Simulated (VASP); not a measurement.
# CaSe in VASP: further runs

The runs below take CaSe through single point, with PBE.

Program: VASP 6.6.1. These are calculated values, not measurements. Logs are shortened: lines on timing, memory, paths and dates and some standing lists are left out, and cuts for length are marked.

### Step 1. The cell of the first run

The cell holds a sheet with vacuum, 2 atoms: a = 4.030 Å, b = 4.030 Å, c = 23.800 Å, α = 90.00°, β = 90.00°, γ = 90.00°.

The cell was generated, and may not be a known phase.

### Step 2. Single point, PBE

File INCAR:

```
PREC = Accurate
ENCUT = 520
EDIFF = 1E-6
ISMEAR = 0
SIGMA = 0.02
LREAL = False
LASPH = True
NELM = 80
ALGO = Normal
ISIF = 2
LWAVE = False
LCHARG = False
LDIPOL = True
IDIPOL = 3
DIPOL = 0.5 0.5 0.294
GGA = PE
NBANDS = 15
```

File KPOINTS:

```
Automatic mesh
0
Gamma
  8 8 1
```

File POSCAR:

```
CaSe
1.0
    4.0301108602      0.0000000000      0.0000000000
    0.0000000000      4.0301108602      0.0000000000
    0.0000000000      0.0000000000     23.8000000000
Ca Se
1 1
Direct
    0.0000000000      0.0000000000      0.2941176471
    0.5000000000      0.5000000000      0.2941176471
```

Potentials or basis: VASP PAW PBE potentials, release 64 (Ca_sv, Se).

Launch:

```console
> cat potpaw_PBE.64/Ca_sv/POTCAR potpaw_PBE.64/Se/POTCAR > POTCAR
> mpirun -np 1 vasp_std > vasp.out
```

OUTCAR:

```text
PREC = Accurate
   ENCUT = 520
   EDIFF = 1E-6
   ISMEAR = 0
   LREAL = False
   LASPH = True
   NELM = 80
   ISIF = 2
   GGA = PE

 ion  position               nearest neighbor table
   1  0.000  0.000  0.294-   2 2.85   2 2.85   2 2.85   2 2.85
   2  0.500  0.500  0.294-   1 2.85   1 2.85   1 2.85   1 2.85

  LATTYP: Found a simple tetragonal cell.
 ALAT       =     4.0301108602
 C/A-ratio  =     5.9055447420

  Lattice vectors:

 A1 = (   4.0301108602,   0.0000000000,   0.0000000000)
 A2 = (   0.0000000000,   4.0301108602,   0.0000000000)
 A3 = (   0.0000000000,   0.0000000000,  23.8000000000)

Analysis of symmetry for initial positions (statically):
=====================================================================
 Subroutine PRICEL returns:
 Original cell was already a primitive cell.

 Routine SETGRP: Setting up the symmetry group for a
 simple tetragonal supercell.

 Subroutine GETGRP returns: Found 16 space group operations
 (whereof  8 operations were pure point group operations)
 out of a pool of 16 trial point group operations.

The static configuration has the point symmetry C_4v.
 The point group associated with its full space group is D_4h.

Analysis of symmetry for dynamics (positions and initial velocities):
=====================================================================
 Subroutine PRICEL returns:
 Original cell was already a primitive cell.

 Routine SETGRP: Setting up the symmetry group for a
 simple tetragonal supercell.

 Subroutine GETGRP returns: Found 16 space group operations
 (whereof  8 operations were pure point group operations)
 out of a pool of 16 trial point group operations.

The dynamic configuration has the point symmetry C_4v.
 The point group associated with its full space group is D_4h.

 Subroutine INISYM returns: Found 16 space group operations
 (whereof  8 operations are pure point group operations),
 and found     1 'primitive' translations

----------------------------------------------------------------------------------------

                                     Primitive cell

  volume of cell :     386.5547

  direct lattice vectors                    reciprocal lattice vectors
     4.030110860  0.000000000  0.000000000     0.248132132  0.000000000  0.000000000
     0.000000000  4.030110860  0.000000000     0.000000000  0.248132132  0.000000000
     0.000000000  0.000000000 23.800000000     0.000000000  0.000000000  0.042016807

  length of vectors
     4.030110860  4.030110860 23.800000000     0.248132132  0.248132132  0.042016807

  position of ions in fractional coordinates (direct lattice)
     0.000000000  0.000000000  0.294117647
     0.500000000  0.500000000  0.294117647

  ion indices of the primitive-cell ions
   primitive index   ion index
                 1           1
                 2           2

----------------------------------------------------------------------------------------

 KPOINTS: Automatic mesh

Automatic generation of k-mesh.
 Grid dimensions read from file:
 generate k-points for:    8    8    1

 Generating k-lattice:

  Cartesian coordinates                     Fractional coordinates (reciprocal lattice)
     0.031016517  0.000000000  0.000000000     0.125000000  0.000000000  0.000000000
     0.000000000  0.031016517  0.000000000     0.000000000  0.125000000  0.000000000
     0.000000000  0.000000000  0.042016807     0.000000000  0.000000000  1.000000000

  Length of vectors
     0.031016517  0.031016517  0.042016807

  Shift w.r.t. Gamma in fractional coordinates (k-lattice)
     0.000000000  0.000000000  0.000000000

 Subroutine IBZKPT returns following result:
 ===========================================

 Found     15 irreducible k-points:

 Following reciprocal coordinates:
            Coordinates               Weight
  0.000000  0.000000  0.000000      1.000000
  0.125000  0.000000  0.000000      4.000000
  0.250000  0.000000  0.000000      4.000000
  0.375000  0.000000  0.000000      4.000000
  0.500000  0.000000  0.000000      2.000000
  0.125000  0.125000  0.000000      4.000000
  0.250000  0.125000  0.000000      8.000000
  0.375000  0.125000  0.000000      8.000000
  0.500000  0.125000  0.000000      4.000000
  0.250000  0.250000  0.000000      4.000000
  0.375000  0.250000  0.000000      8.000000
  0.500000  0.250000  0.000000      4.000000
  0.375000  0.375000  0.000000      4.000000
  0.500000  0.375000  0.000000      4.000000
  0.500000  0.500000  0.000000      1.000000
   k-points           NKPTS =     15   k-points in BZ     NKDIM =     15   number of bands    NBANDS=     15
   number of dos      NEDOS =    301   number of ions     NIONS =      2
   total plane-waves  NPLWV = 162000
   dimension x,y,z NGX =    30 NGY =   30 NGZ =  180
   dimension x,y,z NGXF=    60 NGYF=   60 NGZF=  360
   ions per type =               1   1
   NGX,Y,Z   is equivalent  to a cutoff of  12.38, 12.38, 12.57 a.u.
   NGXF,Y,Z  is equivalent  to a cutoff of  24.75, 24.75, 25.15 a.u.
 SYSTEM =  unknown system
   PREC   = accura    normal or accurate (medium, high low for compatibility)
   ISTART =      0    job   : 0-new  1-cont  2-samecut
   ICHARG =      2    charge: 1-file 2-atom 10-const
   ISPIN  =      1    spin polarized calculation?
   LNONCOLLINEAR =      F non collinear calculations
   LSORBIT =      F    spin-orbit coupling
   LASPH  =      T    aspherical Exc in radial PAW
   ENCUT  =  520.0 eV  38.22 Ry    6.18 a.u.   7.49  7.49 44.25*2*pi/ulx,y,z
   NELM   =     80;   NELMIN=  2; NELMDL= -5     # of ELM steps
   EDIFF  = 0.1E-05   stopping-criterion for ELM
   LREAL  =      F    real-space projection
   EDIFFG = 0.1E-04   stopping-criterion for IOM
   NSW    =      0    number of steps for IOM
   IBRION =     -1    ionic relax: 0-MD 1-quasi-New 2-CG
   NFREE  =      0    steps in history (QN), initial steepest desc. (CG)
   ISIF   =      2    stress and relaxation
   ISYM   =      2    0-nonsym 1-usesym 2-fastsym
   POTIM  = 0.5000    time-step for ionic-motion
   TEBEG  =    0.0;   TEEND  =   0.0 temperature during run
   PSTRESS=    0.0 pullay stress
   NELECT =      16.0000    total number of electrons
   NUPDOWN=      -1.0000    fix difference up-down
   EMIN   =  10.00;   EMAX   =-10.00  energy-range for DOS
   EFERMI =   0.00;   METHOD = LEGACY
   ISMEAR =     0;   SIGMA  =   0.02  broadening in eV -4-tet -1-fermi 0-gaus
   EFERMI_NEDOS =   21; number of points for ismear=-14 and -15
   IALGO  =     38    algorithm
   IMIX   =      4    mixing-type and parameters
     AMIX     =   0.40;   BMIX     =  1.00
     AMIX_MAG =   1.60;   BMIX_MAG =  1.00
  volume/ion in A,a.u.               =     193.28      1304.30
  Fermi-wavevector in a.u.,A,eV,Ry     =   0.566297  1.070147  4.363289  0.320693
  Thomas-Fermi vector in A             =   1.604635
   LORBIT       =      0    0 simple, 1 ext, 2 COOP (PROOUT), +10 PAW based schemes
   GGA     = PE    functional components
   LHFCALC =     F    Hartree Fock is set to
   AEXX    =    0.0000 exact exchange contribution
   IVDW    =     0    specifies the selected vdW correction
   LEPSILON=     F    determine dielectric tensor
   LRPA    =     F    only Hartree local field effects (RPA)
 non-spin polarized calculation
 Gauss-broadening in eV      SIGMA  =   0.02
  energy-cutoff  :      520.00
  volume of cell :      386.55
 maximum number of plane-waves:     10477
 NGX is ok and might be reduce to    30
   NGX = 15   NGY = 15   NGZ = 89

 dipolmoment           0.000000      0.000000     -0.000000 electrons x Angstroem

 number of electron      15.9999996 magnetization

 dipolmoment           0.000000      0.000000      0.000002 electrons x Angstroem

 Free energy of the ion-electron system (eV)
  ---------------------------------------------------
  ext. energy  EPLUGINS =         0.00000000
  ---------------------------------------------------
  free energy    TOTEN  =        -8.61565060 eV

  energy without entropy =       -8.61565060  energy(sigma->0) =       -8.61565060

 E-fermi :  -3.5079     XC(G=0):  -1.7477

 val. band max:       -3.6388499505   @ k =   0.0000   0.0000   0.0000
 cond. band min:      -1.1525234855   @ k =   0.0000   0.0000   0.0000
 fundamental gap:      2.4863264650
 Fermi energy:        -3.5078756659

 k-point     1 :       0.0000    0.0000    0.0000
  band No.  band energies     occupation
      1     -43.7808      2.00000
      2     -24.9589      2.00000
      3     -24.7022      2.00000
      4     -24.7022      2.00000
      5     -14.7973      2.00000
      6      -4.6853      2.00000
      7      -3.6388      2.00000
      8      -3.6388      2.00000
      9      -1.1525      0.00000
     10      -1.0635      0.00000
     11       0.5524      0.00000
     12       0.8897      0.00000
     13       0.9573      0.00000
     14       1.1327      0.00000
     15       1.1327      0.00000

 k-point     2 :       0.1250    0.0000    0.0000
  band No.  band energies     occupation
      1     -43.7803      2.00000
      2     -24.9581      2.00000
      3     -24.7158      2.00000
      4     -24.7003      2.00000
      5     -14.7326      2.00000
      6      -4.6536      2.00000
      7      -4.2470      2.00000
      8      -3.8116      2.00000
      9      -0.9982      0.00000
     10      -0.6234      0.00000
     11       0.6099      0.00000
     12       1.1001      0.00000
     13       1.1472      0.00000
     14       1.1713      0.00000
     15       1.2695      0.00000
[... 203 lines left out ...]
      3     -24.7672      2.00000
      4     -24.7519      2.00000
      5     -14.3853      2.00000
      6      -5.3899      2.00000
      7      -5.1155      2.00000
      8      -3.8526      2.00000
      9      -0.1331      0.00000
     10       0.0645      0.00000
     11       0.6506      0.00000
     12       2.0559      0.00000
     13       2.3054      0.00000
     14       2.3442      0.00000
     15       2.9609      0.00000

 k-point    15 :       0.5000    0.5000    0.0000
  band No.  band energies     occupation
      1     -43.7733      2.00000
      2     -24.9479      2.00000
      3     -24.7626      2.00000
      4     -24.7626      2.00000
      5     -14.3965      2.00000
      6      -5.1954      2.00000
      7      -5.1954      2.00000
      8      -3.7097      2.00000
      9      -0.2272      0.00000
     10      -0.2272      0.00000
     11       0.7060      0.00000
     12       1.7193      0.00000
     13       2.2507      0.00000
     14       2.3694      0.00000
     15       3.4371      0.00000

------------------------ aborting loop because EDIFF is reached ----------------------------------------

 vacuum level on the upper side and lower side of the slab       (xc-potential included)        -0.007        -0.007

  FORCE on cell =-STRESS in cart. coord.  units (eV):
  Direction    XX          YY          ZZ          XY          YZ          ZX
  --------------------------------------------------------------------------------------
  -------------------------------------------------------------------------------------
  Total        0.0591165      0.0591165     -0.0099149      0.0000000      0.0000000      0.0000000
  in kB        0.2450239      0.2450239     -0.0410949      0.0000000      0.0000000      0.0000000
  external PRESSURE =       0.1496510 kB  Pullay stress =       0.0000000 kB

 VOLUME and BASIS-vectors are now :
 -----------------------------------------------------------------------------
  energy-cutoff  :      520.00
  volume of cell :      386.55
      direct lattice vectors                 reciprocal lattice vectors
     4.030110860  0.000000000  0.000000000     0.248132132  0.000000000  0.000000000
     0.000000000  4.030110860  0.000000000     0.000000000  0.248132132  0.000000000
     0.000000000  0.000000000 23.800000000     0.000000000  0.000000000  0.042016807

 POSITION                                       TOTAL-FORCE (eV/Angst)
 -----------------------------------------------------------------------------------
      0.00000      0.00000      7.00000         0.000000     -0.000000     -0.000000
      2.01506      2.01506      7.00000         0.000000      0.000000      0.000000
 -----------------------------------------------------------------------------------
    total drift:                                0.000000      0.000000      0.000010

  FREE ENERGIE OF THE ION-ELECTRON SYSTEM (eV)
  ---------------------------------------------------
  free  energy   TOTEN  =        -8.6156505992 eV

  energy  without entropy=       -8.6156505992  energy(sigma->0) =       -8.61565060

 vacuum level on the upper side and lower side of the slab         0.949         0.949
```

Run time: 2.8 min. Hardware: 1 thread of Intel Xeon Platinum 8259CL at 2.50GHz (Skylake/Cascade Lake), shared host; peak memory 0.42 GiB.

Results:

| Quantity | Value |
| --- | --- |
| Free energy | -8.6157 eV |
| Band gap on the k mesh | 2.49 eV |

### Step 3. Single point, PBE

File INCAR:

```
SYSTEM = CaSe
PREC = Accurate
ENCUT = 520
EDIFF = 1E-6
ISMEAR = 0
SIGMA = 0.02
LREAL = .False.
LASPH = .True.
NELM = 80
ALGO = Normal
ISIF = 2
LWAVE = .False.
LCHARG = .False.
LDIPOL = .True.
IDIPOL = 3
DIPOL = 0.5 0.5 0.294
GGA = PE
NBANDS = 15
```

File KPOINTS:

```
Automatic mesh
0
Gamma
  8 8 1
  0 0 0
```

POSCAR is that of step 2.

Potentials or basis: VASP PAW PBE potentials, release 64 (Ca_sv, Se).

Launch:

```console
> cat potpaw_PBE.64/Ca_sv/POTCAR potpaw_PBE.64/Se/POTCAR > POTCAR
> mpirun -np 1 vasp_std > vasp.out
```

Wall time 2.3 min (1 thread of Intel Xeon Platinum 8259CL at 2.50GHz (Skylake/Cascade Lake), shared host); peak memory 0.43 GiB.

Results (log left out):

```
Free energy            : -8.6157 eV
Band gap on the k mesh : 2.49 eV
```

Levels at points of the mesh, in eV from the valence-band top:
```tsv
k point	band 6	band 7	band 8	band 9	band 10	band 11
(0.00, 0.00, 0.00)	-1.05	0.00	0.00	2.49	2.58	4.19
(0.50, 0.00, 0.00)	-2.66	-0.92	-0.82	3.88	4.40	5.06
(0.50, 0.50, 0.00)	-1.56	-1.56	-0.07	3.41	3.41	4.34
```
